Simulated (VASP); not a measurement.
# SiC (rocksalt type) (Fm-3m) in VASP: further runs, part 2 of 2

VASP 6.6.1. Earlier steps stand in the parts before.

### Step 3. Single point, PBE

File INCAR:

```
  PREC = Accurate
  ENCUT = 520
  EDIFF = 1E-7
  ISMEAR = -1
  SIGMA = 0.08
  LREAL = F
  LASPH = T
  NELM = 60
  ALGO = Normal
  ISIF = 2
  LWAVE = F
  LCHARG = T
  GGA = PE
  LELF = T
  LVHAR = T
  NBANDS = 11
```

File KPOINTS:

```
Automatic mesh
0
Gamma
  15 15 15
```

File POSCAR:

```
SiC
1.0
    0.0000000000      2.0296183519      2.0296183519
    2.0296183519      0.0000000000      2.0296183519
    2.0296183519      2.0296183519      0.0000000000
Si C
1 1
Direct
    0.0000000000      0.0000000000      0.0000000000
    0.5000000000      0.5000000000      0.5000000000
```

Potentials or basis: VASP PAW PBE potentials, release 64 (Si, C).

The run is started by

```console
> cat potpaw_PBE.64/Si/POTCAR potpaw_PBE.64/C/POTCAR > POTCAR
> mpirun -np 1 vasp_std > vasp.out
```

OUTCAR:

```text
PREC = Accurate
   ENCUT = 520
   EDIFF = 1E-7
   ISMEAR = -1
   LREAL = F
   LASPH = T
   NELM = 60
   ISIF = 2
   GGA = PE

 ion  position               nearest neighbor table
   1  0.000  0.000  0.000-   2 2.03   2 2.03   2 2.03   2 2.03   2 2.03   2 2.03
   2  0.500  0.500  0.500-   1 2.03   1 2.03   1 2.03   1 2.03   1 2.03   1 2.03

  LATTYP: Found a face centered cubic cell.
 ALAT       =     4.0592367038

  Lattice vectors:

 A1 = (   0.0000000000,   2.0296183519,   2.0296183519)
 A2 = (   2.0296183519,   0.0000000000,   2.0296183519)
 A3 = (   2.0296183519,   2.0296183519,   0.0000000000)

Analysis of symmetry for initial positions (statically):
=====================================================================
 Subroutine PRICEL returns:
 Original cell was already a primitive cell.

 Routine SETGRP: Setting up the symmetry group for a
 face centered cubic supercell.

 Subroutine GETGRP returns: Found 48 space group operations
 (whereof 48 operations were pure point group operations)
 out of a pool of 48 trial point group operations.

The static configuration has the point symmetry O_h .

Analysis of symmetry for dynamics (positions and initial velocities):
=====================================================================
 Subroutine PRICEL returns:
 Original cell was already a primitive cell.

 Routine SETGRP: Setting up the symmetry group for a
 face centered cubic supercell.

 Subroutine GETGRP returns: Found 48 space group operations
 (whereof 48 operations were pure point group operations)
 out of a pool of 48 trial point group operations.

The dynamic configuration has the point symmetry O_h .

 Subroutine INISYM returns: Found 48 space group operations
 (whereof 48 operations are pure point group operations),
 and found     1 'primitive' translations

----------------------------------------------------------------------------------------

[... 118 lines left out ...]
   LHFCALC =     F    Hartree Fock is set to
   AEXX    =    0.0000 exact exchange contribution
   IVDW    =     0    specifies the selected vdW correction
   LEPSILON=     F    determine dielectric tensor
   LRPA    =     F    only Hartree local field effects (RPA)
 non-spin polarized calculation
  energy-cutoff  :      520.00
  volume of cell :       16.72
 maximum number of plane-waves:       463
 NGX is ok and might be reduce to    24
   NGX = 11   NGY = 11   NGZ = 11

 number of electron       8.0000000 magnetization

 Free energy of the ion-electron system (eV)
  ---------------------------------------------------
  ext. energy  EPLUGINS =         0.00000000
  ---------------------------------------------------
  free energy    TOTEN  =       -13.57881697 eV

  energy without entropy =      -13.57299414  energy(sigma->0) =      -13.57590556

 E-fermi :  12.2431     XC(G=0): -12.6621

 val. band max:       12.2149336932   @ k =   0.0667   0.0000   0.0000
 cond. band min:      12.2695116067   @ k =  -0.4667   0.4667   0.0667
 fundamental gap:      0.0545779135
 Fermi energy:        12.2430704995

 k-point     1 :       0.0000    0.0000    0.0000
  band No.  band energies     occupation
      1      -6.0967      2.00000
      2      12.2818      0.76238
      3      12.2818      0.76238
      4      12.2818      0.76237
      5      19.6132      0.00000
      6      21.2215      0.00000
      7      21.2215      0.00000
      8      21.2215      0.00000
      9      24.8947      0.00000
     10      24.8947      0.00000
     11      24.8947      0.00000
[... 309 lines left out ...]
 k-point    24 :       0.2000    0.1333    0.0000
  band No.  band energies     occupation
      1      -5.1334      2.00000
      2       9.6452      2.00000
      3      10.7640      2.00000
      4      11.2606      1.99999
      5      17.9469      0.00000
      6      18.8359      0.00000
      7      21.4781      0.00000
      8      22.9278      0.00000
      9      23.5464      0.00000
     10      25.8171      0.00000
     11      26.3453      0.00000

 [... further k-points ...]

------------------------ aborting loop because EDIFF is reached ----------------------------------------

  FORCE on cell =-STRESS in cart. coord.  units (eV):
  Direction    XX          YY          ZZ          XY          YZ          ZX
  --------------------------------------------------------------------------------------
  -------------------------------------------------------------------------------------
  Total       -0.0225399     -0.0225399     -0.0225399      0.0000000      0.0000000      0.0000000
  in kB       -2.1596753     -2.1596753     -2.1596753      0.0000000      0.0000000      0.0000000
  external PRESSURE =      -2.1596753 kB  Pullay stress =       0.0000000 kB

 VOLUME and BASIS-vectors are now :
 -----------------------------------------------------------------------------
  energy-cutoff  :      520.00
  volume of cell :       16.72
      direct lattice vectors                 reciprocal lattice vectors
     0.000000000  2.029618352  2.029618352    -0.246351734  0.246351734  0.246351734
     2.029618352  0.000000000  2.029618352     0.246351734 -0.246351734  0.246351734
     2.029618352  2.029618352  0.000000000     0.246351734  0.246351734 -0.246351734

 POSITION                                       TOTAL-FORCE (eV/Angst)
 -----------------------------------------------------------------------------------
      0.00000      0.00000      0.00000        -0.000000     -0.000000      0.000000
      2.02962      2.02962      2.02962         0.000000      0.000000     -0.000000
 -----------------------------------------------------------------------------------
    total drift:                               -0.000000     -0.000000      0.000000

  FREE ENERGIE OF THE ION-ELECTRON SYSTEM (eV)
  ---------------------------------------------------
  free  energy   TOTEN  =       -13.5788169730 eV

  energy  without entropy=      -13.5729941391  energy(sigma->0) =      -13.57590556
```

stdout:

```text
POSCAR found type information on POSCAR SiC
 POSCAR found :  2 types and       2 ions
 scaLAPACK will be used
 LDA part: xc-table for (Slater+PW92), standard interpolation
 POSCAR, INCAR and KPOINTS ok, starting setup
 FFT: planning ... GRIDC
 FFT: planning ... GRID_SOFT
 FFT: planning ... GRID
 WAVECAR not read
 entering main loop
```

It took 24 s on 1 thread of Intel Xeon 8259CL, shared host; peak memory 0.14 GiB.

Results:

| Item | Value |
| --- | --- |
| Free energy | -13.5788 eV |
| Pressure | -0.2 GPa |
| Band gap on the k mesh | zero (bands 4 and 5 overlap by 0.99 eV) |

### Step 4. Relaxation of cell and atoms, PBE, target pressure -0.18 GPa, at which the enthalpy is minimised

File INCAR:

```
SYSTEM = SiC
PREC = Accurate
ENCUT = 600
EDIFF = 1E-6
ISMEAR = -1
SIGMA = 0.08
LREAL = .FALSE.
LASPH = .TRUE.
NELM = 80
ALGO = Normal
ISIF = 3
LWAVE = .FALSE.
LCHARG = .FALSE.
GGA = PE
IBRION = 2
NSW = 60
EDIFFG = -0.005
PSTRESS = -1.7999999999999998
```

File KPOINTS:

```
Automatic mesh
0
G
  15 15 15
  0 0 0
```

File POSCAR:

```
SiC
1.0
    0.0000000000      2.0290302627      2.0290302627
    2.0290302627      0.0000000000      2.0290302627
    2.0290302627      2.0290302627      0.0000000000
Si C
1 1
Direct
    0.0000000000      0.0000000000      0.0000000000
    0.5000000000      0.5000000000      0.5000000000
```

Potentials or basis: VASP PAW PBE potentials, release 64 (Si, C).

The run is started by

```console
> cat potpaw_PBE.64/Si/POTCAR potpaw_PBE.64/C/POTCAR > POTCAR
> mpirun -np 1 vasp_std > vasp.out
```

OUTCAR:

```text
SYSTEM = SiC
   PREC = Accurate
   ENCUT = 600
   EDIFF = 1E-6
   ISMEAR = -1
   LREAL = .FALSE.
   LASPH = .TRUE.
   NELM = 80
   ISIF = 3
   GGA = PE
   IBRION = 2
   NSW = 60
   EDIFFG = -0.005
   PSTRESS = -1.7999999999999998

 ion  position               nearest neighbor table
   1  0.000  0.000  0.000-   2 2.03   2 2.03   2 2.03   2 2.03   2 2.03   2 2.03
   2  0.500  0.500  0.500-   1 2.03   1 2.03   1 2.03   1 2.03   1 2.03   1 2.03

  LATTYP: Found a face centered cubic cell.
 ALAT       =     4.0580605254

[... 454 lines left out ...]

  FORCE on cell =-STRESS in cart. coord.  units (eV):
  Direction    XX          YY          ZZ          XY          YZ          ZX
  --------------------------------------------------------------------------------------
  -------------------------------------------------------------------------------------
  Total       -0.0177681     -0.0177681     -0.0177681     -0.0000000      0.0000000     -0.0000000
  in kB       -1.7039476     -1.7039476     -1.7039476     -0.0000000      0.0000000     -0.0000000
  external PRESSURE =       0.0960524 kB  Pullay stress =      -1.8000000 kB

 VOLUME and BASIS-vectors are now :
 -----------------------------------------------------------------------------
  energy-cutoff  :      600.00
  volume of cell :       16.71
      direct lattice vectors                 reciprocal lattice vectors
     0.000000000  2.029030263  2.029030263    -0.246423136  0.246423136  0.246423136
     2.029030263  0.000000000  2.029030263     0.246423136 -0.246423136  0.246423136
     2.029030263  2.029030263  0.000000000     0.246423136  0.246423136 -0.246423136

 POSITION                                       TOTAL-FORCE (eV/Angst)
 -----------------------------------------------------------------------------------
      0.00000      0.00000      0.00000         0.000000      0.000000     -0.000000
      2.02903      2.02903      2.02903        -0.000000     -0.000000      0.000000
 -----------------------------------------------------------------------------------
    total drift:                               -0.000000     -0.000000      0.000000

  FREE ENERGIE OF THE ION-ELECTRON SYSTEM (eV)
  ---------------------------------------------------
  free  energy   TOTEN  =       -13.5802075667 eV

  energy  without entropy=      -13.5744236864  energy(sigma->0) =      -13.57731563

  enthalpy is  TOTEN    =       -13.5989772737 eV   P V=       -0.0187697069

 reached required accuracy - stopping structural energy minimisation
```

Wall time 27 s (1 thread of Intel Xeon 8259CL, shared host); peak memory 0.14 GiB.

What came out:

```
Free energy             : -13.5802 eV
Pressure after relaxing : -0.2 GPa
Band gap on the k mesh  : zero (bands 4 and 5 overlap by 0.99 eV)
```

Final structure:
```
CELL_PARAMETERS angstrom
0.00000 2.02903 2.02903
2.02903 0.00000 2.02903
2.02903 2.02903 0.00000
ATOMIC_POSITIONS crystal
Si 0.00000 0.00000 0.00000
C 0.50000 0.50000 0.50000
```

Levels at points of the mesh, in eV from the Fermi level:
| k point | band 1 | band 2 | band 3 | band 4 | band 5 | band 6 | band 7 | band 8 |
| --- | --- | --- | --- | --- | --- | --- | --- | --- |
| (0.00, 0.00, 0.00) | -18.35 | 0.04 | 0.04 | 0.04 | 7.38 | 8.98 | 8.98 | 8.98 |

Caveat: the relaxation stopped at its first step, so nothing moved; the cell is relaxed towards a set pressure, so the run minimises the enthalpy, not the energy.

### Step 5. Summary

```csv
task,cell,cutoff (eV),gap on the mesh (eV),pressure (GPa)
single point,"a = 2.869 Å, angles 60.0°, 2 atoms",520,none,0.0
single point,"a = 2.870 Å, angles 60.0°, 2 atoms",520,none,-0.2
relaxation of cell and atoms,"relaxed to -0.18 GPa from a = 2.869 Å, angles 60.0°, 2 atoms",600,none,-0.2
```

Alike in all rows: level PBE; potentials or basis VASP PAW PBE potentials, release 64 (Si, C); no spin polarisation; k mesh 15 × 15 × 15; smearing fermi-dirac 0.08 eV.

Caveats: the relaxation stopped at its first step, so nothing moved (at least some runs); the cell is relaxed towards a set pressure, so the run minimises the enthalpy, not the energy (at least some runs).

Total energies depend on the potentials used, so only differences within one code and one set of settings carry meaning.
